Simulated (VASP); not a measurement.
Crystal: Ga2TeO2.

```
CELL_PARAMETERS angstrom
-2.75634 2.75634 3.24949
2.75634 -2.75634 3.24949
2.75634 2.75634 -3.24949
ATOMIC_POSITIONS crystal
Ga 0.75000 0.25000 0.50000
Ga 0.25000 0.75000 0.50000
Te 0.50000 0.50000 0.00000
O 0.50000 0.00000 0.50000
O 0.00000 0.50000 0.50000
```

The cell was generated, and may not be a known phase.

```yaml
Program: VASP 6.6.1
Task: relaxation of cell and atoms
Functional: PBE
Potentials_or_basis: VASP PAW PBE potentials, release 64 (Ga_d, Te, O)
Cutoff: 600 eV
k_mesh: 4 × 4 × 4
Occupations: gaussian, width 0.1 eV
Spin: no spin polarisation
```

At the start: pressure 24.5 GPa; volume 19.75 Å³/atom.

Task: How do energy, volume and symmetry change on relaxing?

Result: Over 16 steps the energy falls by 394.6 meV/atom and the volume is 26.10 Å³/atom (+32.2 %); space group I4/mmm (No. 139, to 0.1 Å) before and after.

The path:
```csv
step,energy change (eV),largest force (eV/Å),pressure (GPa),volume (Å³)
1,0.0000,0.0000,24.46,98.75
2,-0.8055,0.0000,-7.97,146.47
3,-1.9274,0.0000,0.36,120.96
4,-1.9274,0.0000,0.06,121.43
5,-1.9299,0.0000,0.29,121.58
6,-1.9378,0.0000,0.69,122.02
7,-1.9439,0.0000,1.59,122.85
8,-1.9450,0.0000,1.20,122.56
9,-1.9452,0.0000,1.33,122.66
10,-1.9457,0.0000,1.32,122.75
11,-1.9470,0.0000,1.37,123.02
12,-1.9490,0.0000,1.43,123.56
13,-1.9500,0.0000,1.54,124.62
14,-1.9541,0.0000,1.40,125.20
15,-1.9639,0.0000,0.96,126.96
16,-1.9729,0.0000,0.07,130.50
```

Final structure:
```cif
data_structure
_symmetry_space_group_name_H-M 'P 1'
_symmetry_Int_Tables_number 1
_cell_length_a 5.5780
_cell_length_b 5.5780
_cell_length_c 5.5780
_cell_angle_alpha 114.808
_cell_angle_beta 114.808
_cell_angle_gamma 99.255
_cell_volume 130.50
loop_
_atom_site_label
_atom_site_type_symbol
_atom_site_fract_x
_atom_site_fract_y
_atom_site_fract_z
_atom_site_occupancy
Ga1 Ga 0.75000 0.25000 0.50000 1
Ga2 Ga 0.25000 0.75000 0.50000 1
Te1 Te 0.50000 0.50000 0.00000 1
O1 O 0.50000 0.00000 0.50000 1
O2 O 0.00000 0.50000 0.50000 1
```

Caveat: the k points lie up to 0.34 Å⁻¹ apart in the final cell; the volume moved by over 15 % at a fixed basis, so the end points are rough.
